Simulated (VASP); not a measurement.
# BaTiO3 in VASP: settings compared, part 2 of 2

VASP 6.6.1. The steps go on from the part before.

### 4 Single point, r2SCAN+D3(BJ)

File POSCAR:

```
BaTiO3
1.0
    2.8282710843      1.6328863599      2.3191114237
   -2.8281479787      1.6328202694      2.3190077856
    0.0000043168     -3.2658549953      2.3191641102
Ba Ti O
1 1 3
Direct
    0.0019141901      1.0019025631      0.0019227339
    0.5143988230      0.5143678952      0.5144139961
    0.4901949853      0.4902036168      0.9819883065
    0.4901876980      0.9820234752      0.4901843714
    0.9820043036      0.4902024397      0.4901905821
```

File INCAR.step1:

```
SYSTEM = BaTiO3
ALGO     = Normal         ! electronic algorithm
EDIFF    = 1E-4           ! SCF threshold, eV
ENCUT    = 520            ! plane-wave cutoff, eV
GGA      = PE             ! functional
ISMEAR   = -1             ! smearing method
LASPH    = .True.         ! aspherical terms in the spheres
LCHARG   = .False.        ! write CHGCAR
LREAL    = .False.        ! projectors in reciprocal space
LWAVE    = .True.         ! write WAVECAR
NBANDS   = 28             ! bands
NELM     = 60             ! most SCF steps
PREC     = Accurate       ! precision mode
SIGMA    = 0.05           ! smearing width, eV
```

File INCAR.step2:

```
SYSTEM = BaTiO3
ALGO     = Normal         ! electronic algorithm
EDIFF    = 1E-7           ! SCF threshold, eV
ENCUT    = 520            ! plane-wave cutoff, eV
ISIF     = 2              ! what is computed and relaxed
ISMEAR   = -1             ! smearing method
ISTART   = 1            
IVDW     = 12             ! dispersion correction
LASPH    = .True.         ! aspherical terms in the spheres
LCHARG   = .True.         ! write CHGCAR
LELF     = .True.         ! ELF
LMIXTAU  = .True.       
LREAL    = .False.        ! projectors in reciprocal space
LVHAR    = .True.       
LWAVE    = .False.        ! write WAVECAR
METAGGA  = R2SCAN         ! meta-GGA
NBANDS   = 28             ! bands
NELM     = 60             ! most SCF steps
PREC     = Accurate       ! precision mode
SIGMA    = 0.05           ! smearing width, eV
VDW_A1   = 0.49484001   
VDW_A2   = 5.73083694   
VDW_S6   = 1.0          
VDW_S8   = 0.78981345
```

File KPOINTS:

```
k-points
0
Gamma
  7 7 7
  0 0 0
```

Potentials or basis: VASP PAW PBE potentials, release 64 (Ba_sv, Ti_sv, O).

The run is started by

```bash
> cat potpaw_PBE.64/Ba_sv/POTCAR potpaw_PBE.64/Ti_sv/POTCAR potpaw_PBE.64/O/POTCAR > POTCAR
> cp INCAR.step1 INCAR
> mpirun -np 1 vasp_std > vasp.out
> cp INCAR.step2 INCAR
> mpirun -np 1 vasp_std > vasp.out
```

OUTCAR:

```text
SYSTEM = BaTiO3
   EDIFF = 1E-7
   ENCUT = 520
   ISIF = 2
   ISMEAR = -1
   ISTART = 1
   IVDW = 12
   LASPH = .True.
   LREAL = .False.
   METAGGA = R2SCAN
   NELM = 60
   PREC = Accurate
 IVDW          = 12

 ion  position               nearest neighbor table
   1  0.002  0.002  0.002-   4 2.77   5 2.77   3 2.77   5 2.83   3 2.83   4 2.83   3 2.83   4 2.83
                             5 2.83   3 2.90   5 2.90   4 2.90   2 3.39   2 3.44   2 3.44   2 3.44
   2  0.514  0.514  0.514-   3 1.88   5 1.88   4 1.88   4 2.14   5 2.14   3 2.14   1 3.39   1 3.44
                             1 3.44   1 3.44   1 3.50   1 3.50   1 3.50   1 3.57
   3  0.490  0.490  0.982-   2 1.88   2 2.14   1 2.77   1 2.83   1 2.83   1 2.90
   4  0.490  0.982  0.490-   2 1.88   2 2.14   1 2.77   1 2.83   1 2.83   1 2.90
   5  0.982  0.490  0.490-   2 1.88   2 2.14   1 2.77   1 2.83   1 2.83   1 2.90

  LATTYP: Found a base centered monoclinic cell.
 ALAT       =     9.7971589273
 B/A-ratio  =     0.5773681826
 C/A-ratio  =     0.4088212259
 COS(beta)  =    -0.8153215947

  Lattice vectors:

 A1 = (   2.8281522955,  -4.8986752647,   0.0001563246)
 A2 = (   5.6564190630,   0.0000660905,   0.0001036381)
 A3 = (  -2.8281479787,   1.6328202694,   2.3190077856)

Analysis of symmetry for initial positions (statically):
=====================================================================
 Subroutine PRICEL returns:
 Original cell was already a primitive cell.

 Routine SETGRP: Setting up the symmetry group for a
 base centered monoclinic supercell.

 Subroutine GETGRP returns: Found  1 space group operations
 (whereof  1 operations were pure point group operations)
 out of a pool of  4 trial point group operations.

The static configuration has the point symmetry C_1 .

Analysis of symmetry for dynamics (positions and initial velocities):
=====================================================================
 Subroutine PRICEL returns:
 Original cell was already a primitive cell.

 Routine SETGRP: Setting up the symmetry group for a
 base centered monoclinic supercell.

 Subroutine GETGRP returns: Found  1 space group operations
 (whereof  1 operations were pure point group operations)
 out of a pool of  4 trial point group operations.

The dynamic configuration has the point symmetry C_1 .

 Subroutine INISYM returns: Found  1 space group operations
 (whereof  1 operations are pure point group operations),
 and found     1 'primitive' translations

----------------------------------------------------------------------------------------

                                     Primitive cell

  volume of cell :      64.2601

  direct lattice vectors                    reciprocal lattice vectors
     2.828271084  1.632886360  2.319111424     0.176786470  0.102068723  0.143733203
    -2.828147979  1.632820269  2.319007786    -0.176794122  0.102072855  0.143739679
     0.000004317 -3.265854995  2.319164110    -0.000000248 -0.204132379  0.143729911

  length of vectors
     4.005460396  4.005286523  4.005537544     0.249661198  0.249672034  0.249656395

  position of ions in fractional coordinates (direct lattice)
     0.001914190  0.001902563  0.001922734
     0.514398823  0.514367895  0.514413996
     0.490194985  0.490203617  0.981988306
     0.490187698  0.982023475  0.490184371
[... 38 lines left out ...]
  0.000000  0.000000  0.000000      1.000000
  0.142857  0.000000 -0.000000      2.000000
  0.000000 -0.000000 -0.142857      2.000000
  0.285714  0.000000 -0.000000      2.000000
  0.000000 -0.000000 -0.285714      2.000000
  0.428571  0.000000 -0.000000      2.000000
[... 16 lines left out ...]
  0.000000 -0.285714 -0.142857      2.000000
  0.285714  0.285714  0.000000      2.000000
 [... further k-points ...]
   k-points           NKPTS =    172   k-points in BZ     NKDIM =    172   number of bands    NBANDS=     28
   number of dos      NEDOS =    301   number of ions     NIONS =      5
   total plane-waves  NPLWV =  27000
   dimension x,y,z NGX =    30 NGY =   30 NGZ =   30
   dimension x,y,z NGXF=    60 NGYF=   60 NGZF=   60
   ions per type =               1   1   3
   NGX,Y,Z   is equivalent  to a cutoff of  12.45, 12.45, 12.45 a.u.
   NGXF,Y,Z  is equivalent  to a cutoff of  24.90, 24.90, 24.90 a.u.
 SYSTEM =  BaTiO3
   PREC   = accura    normal or accurate (medium, high low for compatibility)
   ISTART =      1    job   : 0-new  1-cont  2-samecut
   ICHARG =      0    charge: 1-file 2-atom 10-const
   ISPIN  =      1    spin polarized calculation?
   LNONCOLLINEAR =      F non collinear calculations
   LSORBIT =      F    spin-orbit coupling
   LASPH  =      T    aspherical Exc in radial PAW
   ENCUT  =  520.0 eV  38.22 Ry    6.18 a.u.   7.45  7.45  7.45*2*pi/ulx,y,z
   NELM   =     60;   NELMIN=  2; NELMDL=  0     # of ELM steps
   EDIFF  = 0.1E-06   stopping-criterion for ELM
   LREAL  =      F    real-space projection
   EDIFFG = 0.1E-05   stopping-criterion for IOM
   NSW    =      0    number of steps for IOM
   IBRION =     -1    ionic relax: 0-MD 1-quasi-New 2-CG
   NFREE  =      0    steps in history (QN), initial steepest desc. (CG)
   ISIF   =      2    stress and relaxation
   ISYM   =      2    0-nonsym 1-usesym 2-fastsym
   POTIM  = 0.5000    time-step for ionic-motion
   TEBEG  =    0.0;   TEEND  =   0.0 temperature during run
   PSTRESS=    0.0 pullay stress
   NELECT =      40.0000    total number of electrons
   NUPDOWN=      -1.0000    fix difference up-down
   EMIN   =  10.00;   EMAX   =-10.00  energy-range for DOS
   EFERMI =   0.00;   METHOD = LEGACY
   ISMEAR =    -1;   SIGMA  =   0.05  broadening in eV -4-tet -1-fermi 0-gaus
   EFERMI_NEDOS =   21; number of points for ismear=-14 and -15
   IALGO  =     38    algorithm
   IMIX   =      4    mixing-type and parameters
     AMIX     =   0.40;   BMIX     =  1.00
     AMIX_MAG =   1.60;   BMIX_MAG =  1.00
  volume/ion in A,a.u.               =      12.85        86.73
  Fermi-wavevector in a.u.,A,eV,Ry     =   1.397808  2.641475 26.583991  1.953868
  Thomas-Fermi vector in A             =   2.521028
   LORBIT       =      0    0 simple, 1 ext, 2 COOP (PROOUT), +10 PAW based schemes
   METAGGA = R2SCAN    functional components
   LHFCALC =     F    Hartree Fock is set to
   AEXX    =    0.0000 exact exchange contribution
   IVDW    =    12    specifies the selected vdW correction
   LEPSILON=     F    determine dielectric tensor
   LRPA    =     F    only Hartree local field effects (RPA)
 non-spin polarized calculation
  energy-cutoff  :      520.00
  volume of cell :       64.26
 maximum number of plane-waves:      1752
 NGX is ok and might be reduce to    30

 number of electron      40.0000000 magnetization

 Free energy of the ion-electron system (eV)
  ---------------------------------------------------
  ext. energy  EPLUGINS =         0.00000000
  ---------------------------------------------------
  free energy    TOTEN  =       -74.25656241 eV

  energy without entropy =      -74.25656241  energy(sigma->0) =      -74.25656241

 E-fermi :   4.4542     XC(G=0): -11.8887

 val. band max:        3.3946310432   @ k =   0.4286   0.4286   0.4286
 cond. band min:       6.2149972190   @ k =   0.0000   0.0000   0.0000
 fundamental gap:      2.8203661758
 Fermi energy:         4.4541548504

 k-point     1 :       0.0000    0.0000    0.0000
  band No.  band energies     occupation
      1     -55.0708      2.00000
      2     -30.2722      2.00000
      3     -30.2721      2.00000
      4     -30.2692      2.00000
      5     -22.0065      2.00000
      6     -14.3383      2.00000
[... 733 lines left out ...]
     27      11.9067      0.00000
     28      12.7493      0.00000

 [... further k-points ...]

------------------------ aborting loop because EDIFF is reached ----------------------------------------

 Edisp (eV)   -0.63326

 E8    (eV) :    -0.2325

  FORCE on cell =-STRESS in cart. coord.  units (eV):
  Direction    XX          YY          ZZ          XY          YZ          ZX
  --------------------------------------------------------------------------------------
  -------------------------------------------------------------------------------------
  Total       0.81566     0.81591     0.77053    -0.00025     0.00006    -0.00014
  in kB      20.33659    20.34289    19.21126    -0.00635     0.00149    -0.00352
  external pressure =       19.96 kB  Pullay stress =        0.00 kB

 VOLUME and BASIS-vectors are now :
 -----------------------------------------------------------------------------
  energy-cutoff  :      520.00
  volume of cell :       64.26
      direct lattice vectors                 reciprocal lattice vectors
     2.828271084  1.632886360  2.319111424     0.176786470  0.102068723  0.143733203
    -2.828147979  1.632820269  2.319007786    -0.176794122  0.102072855  0.143739679
     0.000004317 -3.265854995  2.319164110    -0.000000248 -0.204132379  0.143729911

 POSITION                                       TOTAL-FORCE (eV/Angst)
 -----------------------------------------------------------------------------------
      0.00003     -0.00005      0.01331        -0.000001      0.000078     -0.029037
      0.00015     -0.00018      3.57878        -0.000204      0.000214     -0.163329
      0.00004     -1.60618      4.55099         0.000139     -0.069418      0.064224
     -1.39092      0.80302      4.55094        -0.059909      0.034617      0.064155
      1.39101      0.80302      4.55099         0.059974      0.034509      0.063986
 -----------------------------------------------------------------------------------
    total drift:                                0.000002      0.000001      0.002909

  FREE ENERGIE OF THE ION-ELECTRON SYSTEM (eV)
  ---------------------------------------------------
  free  energy   TOTEN  =       -74.8898221619 eV

  energy  without entropy=      -74.8898221618  energy(sigma->0) =      -74.88982216
```

Run time: 13 min. Hardware: 1 thread of Intel Xeon Platinum 8559C (Emerald Rapids), shared host; peak memory 0.41 GiB.

Results:

- Free energy: -74.8898 eV
- Pressure: 2.0 GPa
- Largest force: 0.163 eV/Å
- Band gap on the k mesh: 2.82 eV, indirect (least direct gap 3.17 eV)
- Dispersion energy per atom: -0.127 eV

Forces in eV/Å, atoms in the order of the input:
```
Ba   0.000  0.000 -0.029
Ti   0.000  0.000 -0.163
O    0.000 -0.069  0.064
O   -0.060  0.035  0.064
O    0.060  0.035  0.064
```

Stress tensor (GPa, compression positive):
```
2.03 0.00 0.00
0.00 2.03 0.00
0.00 0.00 1.92
```

Caveat: the PAW data sets were made with another functional, which shifts forces and pressure a little; spin-orbit coupling is left out, which moves the levels of the heavy elements. A k mesh can miss the band edges.

### 5 Single point, LDA

This run uses another cell than the first one, of 12.28 Å³/atom, 0.956 times its volume.

File INCAR:

```
  ALGO = Normal
  EDIFF = 1E-7
  ENCUT = 520
  ISIF = 2
  ISMEAR = -1
  LASPH = True
  LCHARG = False
  LREAL = False
  LWAVE = False
  NBANDS = 28
  NELM = 80
  PREC = Accurate
  SIGMA = 0.05
```

File KPOINTS:

```
k-points
0
Gamma
  6 6 6
```

File POSCAR:

```
BaTiO3
1.0
    2.7880977702      1.6097136864      2.2804118173
   -2.7880517918      1.6097064695      2.2803608063
    0.0000167392     -3.2193684363      2.2803498818
Ba Ti O
1 1 3
Direct
    0.0003738892      1.0003632492      0.0003603404
    0.5089311073      0.5089163201      0.5089099979
    0.4911499220      0.4911517927      0.9871194047
    0.4911437300      0.9871147838      0.4911538267
    0.9871013515      0.4911538442      0.4911564203
```

Potentials or basis: VASP PAW LDA potentials, release 64 (Ba_sv, Ti_sv, O).

The run is started by

```bash
> cat potpaw_LDA.64/Ba_sv/POTCAR potpaw_LDA.64/Ti_sv/POTCAR potpaw_LDA.64/O/POTCAR > POTCAR
> mpirun -np 1 vasp_std > vasp.out
```

Wall time 64 s (1 thread of Intel Xeon Platinum 8559C (Emerald Rapids), shared host); peak memory 0.23 GiB.

The run converged. Its results:

* Free energy: -44.1590 eV
* Pressure: 2.4 GPa
* Largest force: 0.073 eV/Å
* Band gap on the k mesh: 2.07 eV, indirect (least direct gap 2.30 eV)

Forces in eV/Å, atoms in the order of the input:
```
Ba   0.000  0.000 -0.033
Ti   0.000  0.000 -0.073
O    0.000 -0.029  0.035
O   -0.025  0.015  0.035
O    0.025  0.014  0.035
```

Levels at points of the mesh, in eV from the valence-band top:
| k point | band 17 | band 18 | band 19 | band 20 | band 21 | band 22 | band 23 | band 24 |
| --- | --- | --- | --- | --- | --- | --- | --- | --- |
| (0.00, 0.00, 0.00) | -1.17 | -0.34 | -0.23 | -0.23 | 2.07 | 2.07 | 2.18 | 4.52 |
| (0.50, 0.00, 0.00) | -1.87 | -1.78 | -0.86 | -0.77 | 2.27 | 3.81 | 3.87 | 4.51 |
| (0.00, 0.50, 0.00) | -1.87 | -1.78 | -0.86 | -0.77 | 2.27 | 3.81 | 3.87 | 4.51 |
| (0.50, 0.50, 0.00) | -1.65 | -0.85 | -0.83 | -0.10 | 3.86 | 3.87 | 4.24 | 5.29 |
| (0.00, 0.50, 0.50) | -1.65 | -0.85 | -0.83 | -0.10 | 3.86 | 3.87 | 4.24 | 5.29 |
| (0.50, 0.50, 0.50) | -2.34 | -0.01 | -0.01 | 0.00 | 4.48 | 4.56 | 4.56 | 6.81 |

Caveat: spin-orbit coupling is left out, which moves the levels of the heavy elements. A k mesh can miss the band edges.

### 6 Single point, PBEsol

This run uses another cell than the first one, of 12.70 Å³/atom, 0.989 times its volume.

File INCAR:

```
SYSTEM = BaTiO3
PREC = Accurate ; ENCUT = 520
EDIFF = 1E-7 ; ISMEAR = -1
SIGMA = 0.05 ; LREAL = .FALSE.
LASPH = .TRUE. ; NELM = 80
ALGO = Normal ; ISIF = 2
LWAVE = .FALSE. ; LCHARG = .TRUE.
GGA = PS ; LELF = .TRUE.
LVHAR = .TRUE. ; NBANDS = 28
```

File KPOINTS:

```
Automatic mesh
0
G
  6 6 6
  0 0 0
```

File POSCAR:

```
BaTiO3
1.0
    2.8156202556      1.6249353441      2.3073114273
   -2.8162817836      1.6253585413      2.3078204115
    0.0000357356     -3.2574060522      2.3125755604
Ba Ti O
1 1 3
Direct
    0.0017647423      1.0018826820      0.0024742386
    0.5127662982      0.5129397090      0.5142471138
    0.4902150838      0.4902025792      0.9827695555
    0.4900103699      0.9837907140      0.4896169885
    0.9839435059      0.4898843058      0.4895920937
```

Potentials or basis: VASP PAW PBE potentials, release 64 (Ba_sv, Ti_sv, O).

The run is started by

```bash
> cat potpaw_PBE.64/Ba_sv/POTCAR potpaw_PBE.64/Ti_sv/POTCAR potpaw_PBE.64/O/POTCAR > POTCAR
> mpirun -np 1 vasp_std > vasp.out
```

Wall time 2.2 min (1 thread of Intel Xeon Platinum 8559C (Emerald Rapids), shared host); peak memory 0.32 GiB.

Results (log left out):

```yaml
Free_energy: -42.0034 eV
Pressure: 2.0 GPa
Largest_force: 0.075 eV/Å
Band_gap_on_the_k_mesh: 2.26 eV, indirect (least direct gap 2.63 eV)
```

Forces on the atoms (eV/Å):
```
Ba   0.001  0.002 -0.037
Ti   0.000  0.005 -0.074
O    0.000 -0.030  0.038
O   -0.023  0.012  0.036
O    0.022  0.012  0.036
```

Stress tensor (GPa, compression positive):
```
1.98 0.00 0.00
0.00 1.98 0.03
0.00 0.03 1.89
```

Levels at points of the mesh, in eV from the valence-band top:
| k point | band 17 | band 18 | band 19 | band 20 | band 21 | band 22 | band 23 | band 24 |
| --- | --- | --- | --- | --- | --- | --- | --- | --- |
| (0.00, 0.00, 0.00) | -1.11 | -0.50 | -0.37 | -0.36 | 2.26 | 2.29 | 2.42 | 4.50 |
| (0.50, 0.00, 0.00) | -1.79 | -1.68 | -0.96 | -0.83 | 2.47 | 3.78 | 3.88 | 4.47 |
| (0.00, 0.50, 0.00) | -1.79 | -1.68 | -0.96 | -0.83 | 2.46 | 3.78 | 3.88 | 4.47 |
| (0.50, 0.50, 0.00) | -1.65 | -0.89 | -0.85 | -0.09 | 3.85 | 3.86 | 4.20 | 5.08 |
| (0.00, 0.00, 0.50) | -1.79 | -1.69 | -0.93 | -0.81 | 2.45 | 3.78 | 3.87 | 4.47 |
| (0.50, 0.00, 0.50) | -1.64 | -0.89 | -0.85 | -0.10 | 3.85 | 3.86 | 4.19 | 5.11 |
| (0.00, 0.50, 0.50) | -1.64 | -0.89 | -0.85 | -0.11 | 3.85 | 3.86 | 4.19 | 5.11 |
| (0.50, 0.50, 0.50) | -2.36 | -0.03 | -0.02 | 0.00 | 4.36 | 4.49 | 4.50 | 6.58 |

Caveat: the PAW data sets were made with another functional, which shifts forces and pressure a little; spin-orbit coupling is left out, which moves the levels of the heavy elements. A k mesh can miss the band edges.

### 7 Overview

| level | potentials or basis | cell | k mesh | gap on the mesh (eV) | pressure (GPa) | largest force (eV/Å) |
| --- | --- | --- | --- | --- | --- | --- |
| r2SCAN+rVV10 | VASP PAW PBE potentials, release 64 (Ba_sv, Ti_sv, O) | a = 4.004 Å, angles 89.8°, 5 atoms | 7 × 7 × 7 | 2.78 | 2.2 | 0.16 |
| PBE+D3(BJ) | VASP PAW PBE potentials, release 64 (Ba_sv, Ti_sv, O) | a = 4.018 Å, angles 89.8°, 5 atoms | 7 × 7 × 7 | 2.45 | 1.7 | 0.07 |
| r2SCAN+D3(BJ) | VASP PAW PBE potentials, release 64 (Ba_sv, Ti_sv, O) | a = 4.005 Å, angles 89.8°, 5 atoms | 7 × 7 × 7 | 2.82 | 2.0 | 0.16 |
| LDA | VASP PAW LDA potentials, release 64 (Ba_sv, Ti_sv, O) | a = 3.945 Å, angles 89.9°, 5 atoms | 6 × 6 × 6 | 2.07 | 2.4 | 0.07 |
| PBEsol | VASP PAW PBE potentials, release 64 (Ba_sv, Ti_sv, O) | a = 3.986, b = 3.987, c = 3.995 Å, angles 89.8°, 5 atoms | 6 × 6 × 6 | 2.26 | 2.0 | 0.07 |

Some of these runs hold the atoms at other places in the same cell, which the table doesn't show; runs alike in all that it shows share one row.

Alike in all rows: task single point; no spin polarisation; cutoff (eV) 520; smearing fermi-dirac 0.05 eV.

Caveats: spin-orbit coupling is left out, which moves the levels of the heavy elements; the PAW data sets were made with another functional, which shifts forces and pressure a little (some runs).

Total energies depend on the potentials used, so only differences within one code and one set of settings carry meaning.
